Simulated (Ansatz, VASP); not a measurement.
**Al3Cl: VASP beside Ansatz**

```
Al Cl
1.0
     5.71028    0.00000    0.00000
    -2.85514    4.94525    0.00000
     0.00000    0.00000    2.96313
Al Cl
3 1
Direct
  0.50000 0.00000 0.50000
  0.00000 0.50000 0.50000
  0.50000 0.50000 0.50000
  0.00000 0.00000 0.00000
```

Alike in both runs: functional PBE; k mesh 12 × 12 × 16; occupations gaussian, width 0.1 eV; no spin polarisation.

Ansatz relaxed the structure, and its values are those at the end. VASP's run is a single point on that final structure, the one shown.

|  | VASP | Ansatz |
| --- | --- | --- |
| version | VASP 6.6.1 | Ansatz 0.2.0 |
| potentials or method | VASP PAW PBE potentials, release 64 (Al, Cl), cutoff 520 eV | scalar-relativistic, plane waves, PAW |
| valence electrons in the cell | 16 | 16 |

|  | VASP | Ansatz | Ansatz less VASP |
| --- | --- | --- | --- |
| gap on the k mesh at the Fermi level (eV) | none | none | - |
| pressure (GPa) | 0.0 | 0.0 | +0.02 |

A gap of «none» marks a metal or a gap that the smearing closes. With one functional, cell and mesh, what is left measures potentials, basis and numerics.
